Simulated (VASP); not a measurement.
# AlRu (Pm-3m) in VASP: notebook, part 2 of 2

VASP 6.6.1. The steps go on from the part before.

### Step 4. Relaxation of cell and atoms, PBE+D3(BJ)

File INCAR:

```
SYSTEM = AlRu
PREC     = Accurate       ! precision mode
ENCUT    = 600            ! plane-wave cutoff, eV
EDIFF    = 1E-6           ! SCF threshold, eV
ISMEAR   = 0              ! smearing method
SIGMA    = 0.1            ! smearing width, eV
LREAL    = .FALSE.        ! projectors in reciprocal space
LASPH    = .TRUE.         ! aspherical terms in the spheres
NELM     = 60             ! most SCF steps
ALGO     = Fast           ! electronic algorithm
ISIF     = 3              ! what is computed and relaxed
LWAVE    = .FALSE.        ! write WAVECAR
LCHARG   = .FALSE.        ! write CHGCAR
GGA      = PE             ! functional
IVDW     = 12             ! dispersion correction
IBRION   = 2              ! ionic algorithm
NSW      = 100            ! ionic steps
EDIFFG   = -0.005         ! ionic threshold
```

File KPOINTS:

```
Automatic mesh
0
G
  14 14 14
  0 0 0
```

File POSCAR:

```
AlRu
1.0
    2.9916000000      0.0000000000      0.0000000000
    0.0000000000      2.9916000000      0.0000000000
    0.0000000000      0.0000000000      2.9916000000
Al Ru
1 1
Direct
    0.0000000000      0.0000000000      0.0000000000
    0.5000000000      0.5000000000      0.5000000000
```

Potentials or basis: VASP PAW PBE potentials, release 64 (Al, Ru_pv).

Run with:

```sh
$ cat potpaw_PBE.64/Al/POTCAR potpaw_PBE.64/Ru_pv/POTCAR > POTCAR
$ mpirun -np 1 vasp_std > vasp.out
```

OUTCAR:

```text
SYSTEM = AlRu
   PREC = Accurate
   ENCUT = 600
   EDIFF = 1E-6
   ISMEAR = 0
   LREAL = .FALSE.
   LASPH = .TRUE.
   NELM = 60
   ISIF = 3
   GGA = PE
   IVDW = 12
   IBRION = 2
   NSW = 100
   EDIFFG = -0.005
 IVDW          = 12

 ion  position               nearest neighbor table
   1  0.000  0.000  0.000-   2 2.59   2 2.59   2 2.59   2 2.59   2 2.59   2 2.59   2 2.59   2 2.59

   2  0.500  0.500  0.500-   1 2.59   1 2.59   1 2.59   1 2.59   1 2.59   1 2.59   1 2.59   1 2.59

  LATTYP: Found a simple cubic cell.
 ALAT       =     2.9916000000

  Lattice vectors:

 A1 = (   2.9916000000,   0.0000000000,   0.0000000000)
 A2 = (   0.0000000000,   2.9916000000,   0.0000000000)
 A3 = (   0.0000000000,   0.0000000000,   2.9916000000)

Analysis of symmetry for initial positions (statically):
=====================================================================
 Subroutine PRICEL returns:
 Original cell was already a primitive cell.

 Routine SETGRP: Setting up the symmetry group for a
 simple cubic supercell.

 Subroutine GETGRP returns: Found 48 space group operations
 (whereof 48 operations were pure point group operations)
 out of a pool of 48 trial point group operations.

The static configuration has the point symmetry O_h .

Analysis of symmetry for dynamics (positions and initial velocities):
=====================================================================
 Subroutine PRICEL returns:
 Original cell was already a primitive cell.

 Routine SETGRP: Setting up the symmetry group for a
 simple cubic supercell.

 Subroutine GETGRP returns: Found 48 space group operations
 (whereof 48 operations were pure point group operations)
 out of a pool of 48 trial point group operations.

The dynamic configuration has the point symmetry O_h .

 Subroutine INISYM returns: Found 48 space group operations
 (whereof 48 operations are pure point group operations),
 and found     1 'primitive' translations

----------------------------------------------------------------------------------------

                                     Primitive cell

  volume of cell :      26.7738

  direct lattice vectors                    reciprocal lattice vectors
     2.991600000  0.000000000  0.000000000     0.334269287  0.000000000  0.000000000
     0.000000000  2.991600000  0.000000000     0.000000000  0.334269287  0.000000000
     0.000000000  0.000000000  2.991600000     0.000000000  0.000000000  0.334269287

  length of vectors
     2.991600000  2.991600000  2.991600000     0.334269287  0.334269287  0.334269287

  position of ions in fractional coordinates (direct lattice)
     0.000000000  0.000000000  0.000000000
     0.500000000  0.500000000  0.500000000

  ion indices of the primitive-cell ions
   primitive index   ion index
                 1           1
                 2           2

----------------------------------------------------------------------------------------

 KPOINTS: Automatic mesh

Automatic generation of k-mesh.
 Grid dimensions read from file:
 generate k-points for:   14   14   14

 Generating k-lattice:

  Cartesian coordinates                     Fractional coordinates (reciprocal lattice)
     0.023876378  0.000000000  0.000000000     0.071428571  0.000000000  0.000000000
     0.000000000  0.023876378  0.000000000     0.000000000  0.071428571  0.000000000
     0.000000000  0.000000000  0.023876378     0.000000000  0.000000000  0.071428571

  Length of vectors
     0.023876378  0.023876378  0.023876378

  Shift w.r.t. Gamma in fractional coordinates (k-lattice)
     0.000000000  0.000000000  0.000000000

 Subroutine IBZKPT returns following result:
 ===========================================

 Found    120 irreducible k-points:

 Following reciprocal coordinates:
            Coordinates               Weight
  0.000000  0.000000  0.000000      1.000000
  0.071429  0.000000  0.000000      6.000000
  0.142857  0.000000  0.000000      6.000000
  0.214286  0.000000  0.000000      6.000000
  0.285714  0.000000  0.000000      6.000000
  0.357143  0.000000  0.000000      6.000000
[... 16 lines left out ...]
  0.285714  0.214286  0.000000     24.000000
  0.357143  0.214286  0.000000     24.000000
 [... further k-points ...]
   k-points           NKPTS =    120   k-points in BZ     NKDIM =    120   number of bands    NBANDS=     12
   number of dos      NEDOS =    301   number of ions     NIONS =      2
   total plane-waves  NPLWV =  13824
   dimension x,y,z NGX =    24 NGY =   24 NGZ =   24
   dimension x,y,z NGXF=    48 NGYF=   48 NGZF=   48
   ions per type =               1   1
   NGX,Y,Z   is equivalent  to a cutoff of  13.34, 13.34, 13.34 a.u.
   NGXF,Y,Z  is equivalent  to a cutoff of  26.67, 26.67, 26.67 a.u.
 SYSTEM =  AlRu
   PREC   = accura    normal or accurate (medium, high low for compatibility)
   ISTART =      0    job   : 0-new  1-cont  2-samecut
   ICHARG =      2    charge: 1-file 2-atom 10-const
   ISPIN  =      1    spin polarized calculation?
   LNONCOLLINEAR =      F non collinear calculations
   LSORBIT =      F    spin-orbit coupling
   LASPH  =      T    aspherical Exc in radial PAW
   ENCUT  =  600.0 eV  44.10 Ry    6.64 a.u.   5.97  5.97  5.97*2*pi/ulx,y,z
   NELM   =     60;   NELMIN=  2; NELMDL= -5     # of ELM steps
   EDIFF  = 0.1E-05   stopping-criterion for ELM
   LREAL  =      F    real-space projection
   EDIFFG = -.5E-02   stopping-criterion for IOM
   NSW    =    100    number of steps for IOM
   IBRION =      2    ionic relax: 0-MD 1-quasi-New 2-CG
   NFREE  =      1    steps in history (QN), initial steepest desc. (CG)
   ISIF   =      3    stress and relaxation
   ISYM   =      2    0-nonsym 1-usesym 2-fastsym
   POTIM  = 0.5000    time-step for ionic-motion
   TEBEG  =    0.0;   TEEND  =   0.0 temperature during run
   PSTRESS=    0.0 pullay stress
   NELECT =      17.0000    total number of electrons
   NUPDOWN=      -1.0000    fix difference up-down
   EMIN   =  10.00;   EMAX   =-10.00  energy-range for DOS
   EFERMI =   0.00;   METHOD = LEGACY
   ISMEAR =     0;   SIGMA  =   0.10  broadening in eV -4-tet -1-fermi 0-gaus
   EFERMI_NEDOS =   21; number of points for ismear=-14 and -15
   IALGO  =     68    algorithm
   IMIX   =      4    mixing-type and parameters
     AMIX     =   0.40;   BMIX     =  1.00
     AMIX_MAG =   1.60;   BMIX_MAG =  1.00
  volume/ion in A,a.u.               =      13.39        90.34
  Fermi-wavevector in a.u.,A,eV,Ry     =   1.407087  2.659009 26.938090  1.979894
  Thomas-Fermi vector in A             =   2.529382
   LORBIT       =      0    0 simple, 1 ext, 2 COOP (PROOUT), +10 PAW based schemes
   GGA     = PE    functional components
   LHFCALC =     F    Hartree Fock is set to
   AEXX    =    0.0000 exact exchange contribution
   IVDW    =    12    specifies the selected vdW correction
   LEPSILON=     F    determine dielectric tensor
   LRPA    =     F    only Hartree local field effects (RPA)
 conjugate gradient relaxation of ions
 non-spin polarized calculation
 RMM-DIIS sequential band-by-band and
 Gauss-broadening in eV      SIGMA  =   0.10
  energy-cutoff  :      600.00
  volume of cell :       26.77
 maximum number of plane-waves:       916
 NGX is ok and might be reduce to    24
   NGX = 11   NGY = 11   NGZ = 11

--------------------------------------- Ionic step        1  -------------------------------------------

 number of electron      16.9999995 magnetization

 Free energy of the ion-electron system (eV)
  ---------------------------------------------------
  ext. energy  EPLUGINS =         0.00000000
  ---------------------------------------------------
  free energy    TOTEN  =       -14.25540398 eV

  energy without entropy =      -14.24573073  energy(sigma->0) =      -14.25056736

------------------------ aborting loop because EDIFF is reached ----------------------------------------

 Edisp (eV)   -1.02987

 E8    (eV) :    -0.4662
[... 71 lines left out ...]
--------------------------------------- Ionic step        3  -------------------------------------------

 number of electron      16.9999996 magnetization

 Free energy of the ion-electron system (eV)
  ---------------------------------------------------
  ext. energy  EPLUGINS =         0.00000000
  ---------------------------------------------------
  free energy    TOTEN  =       -14.24128363 eV

  energy without entropy =      -14.23185645  energy(sigma->0) =      -14.23657004

 E-fermi :  10.9793     XC(G=0): -12.6617

 val. band max:       10.9712301676   @ k =   0.5000   0.2857   0.1429
 cond. band min:      10.9813225176   @ k =   0.1429   0.0714   0.0714
 fundamental gap:      0.0100923500
 Fermi energy:        10.9792674908

 k-point     1 :       0.0000    0.0000    0.0000
  band No.  band energies     occupation
      1     -30.7884      2.00000
      2     -30.7884      2.00000
      3     -30.7884      2.00000
      4       1.1975      2.00000
      5       7.3156      2.00000
      6       7.3156      2.00000
      7      11.1674      0.00780
      8      11.1674      0.00780
      9      11.1674      0.00780
     10      17.1511      0.00000
     11      17.1511      0.00000
     12      17.1511      0.00000
[... 331 lines left out ...]
 k-point    24 :       0.3571    0.2143    0.0000
  band No.  band energies     occupation
      1     -30.9605      2.00000
      2     -30.8577      2.00000
      3     -30.7652      2.00000
      4       4.0833      2.00000
      5       6.9815      2.00000
      6       8.3735      2.00000
      7       9.3256      2.00000
      8       9.7597      2.00000
      9      10.6308      2.00000
     10      13.6966      0.00000
     11      17.4501      0.00000
     12      19.9430      0.00000

 [... further k-points ...]

------------------------ aborting loop because EDIFF is reached ----------------------------------------

 Edisp (eV)   -1.05008

 E8    (eV) :    -0.4756
[... 25 lines left out ...]
  FREE ENERGIE OF THE ION-ELECTRON SYSTEM (eV)
  ---------------------------------------------------
  free  energy   TOTEN  =       -15.2913613196 eV

  energy  without entropy=      -15.2819341367  energy(sigma->0) =      -15.28664773

 reached required accuracy - stopping structural energy minimisation
```

Run time: 55 s. Hardware: 1 thread of Intel Xeon 6975P-C, shared host; peak memory 0.19 GiB.

What came out:

- Free energy: -15.2914 eV
- Relaxed volume: 13.14 Å³/atom
- Relaxed cell: a = 2.973 Å, b = 2.973 Å, c = 2.973 Å, α = 90.00°, β = 90.00°, γ = 90.00°
- Space group after relaxing (to 0.05 Å): Pm-3m (No. 221)
- Energy gained by relaxing: 3.0 meV/atom
- Ionic steps: 3
- Pressure after relaxing: 0.0 GPa
- Dispersion energy per atom: -0.525 eV

The path:
| step | energy change (eV) | largest force (eV/Å) | pressure (GPa) | volume (Å³) |
| --- | --- | --- | --- | --- |
| 1 | 0.0000 | 0.0000 | -3.82 | 26.77 |
| 2 | 0.0084 | 0.0000 | 6.69 | 25.56 |
| 3 | -0.0061 | 0.0000 | -0.01 | 26.28 |

Final structure:
```
Al Ru
1.0
     2.97311    0.00000    0.00000
     0.00000    2.97311    0.00000
     0.00000    0.00000    2.97311
Al Ru
1 1
Direct
  0.00000 0.00000 0.00000
  0.50000 0.50000 0.50000
```

Levels at points of the mesh, in eV from the Fermi level:
```csv
k point,band 5,band 6,band 7,band 8,band 9,band 10,band 11,band 12
"(0.00, 0.00, 0.00)",-3.66,-3.66,0.19,0.19,0.19,6.17,6.17,6.17
"(0.50, 0.00, 0.00)",-5.52,-2.84,-1.64,-1.64,0.45,2.37,7.44,11.13
"(0.50, 0.50, 0.00)",-3.13,-1.38,-1.38,-1.20,-1.20,1.59,5.44,6.43
"(0.50, 0.50, 0.50)",-4.74,-4.74,1.68,1.68,2.69,4.18,4.18,4.18
```

Caveat: pairwise dispersion overbinds metals, which lowers pressure and volume.

### Step 5. Overview

```tsv
task	cell	k mesh	cutoff (eV)	gap on the mesh (eV)	pressure (GPa)
single point	a = 2.992 Å, 2 atoms	6 × 6 × 6	520	none	-4.0
single point	a = 2.974 Å, 2 atoms	14 × 14 × 14	520	none	0.0
relaxation of cell and atoms	relaxed from a = 2.992 Å, 2 atoms	14 × 14 × 14	600	none	0.0
```

Alike in all rows: level PBE+D3(BJ); potentials or basis VASP PAW PBE potentials, release 64 (Al, Ru_pv); no spin polarisation; smearing gaussian 0.1 eV.

Caveats: pairwise dispersion overbinds metals, which lowers pressure and volume.

Total energies depend on the potentials used, so only differences within one code and one set of settings carry meaning.
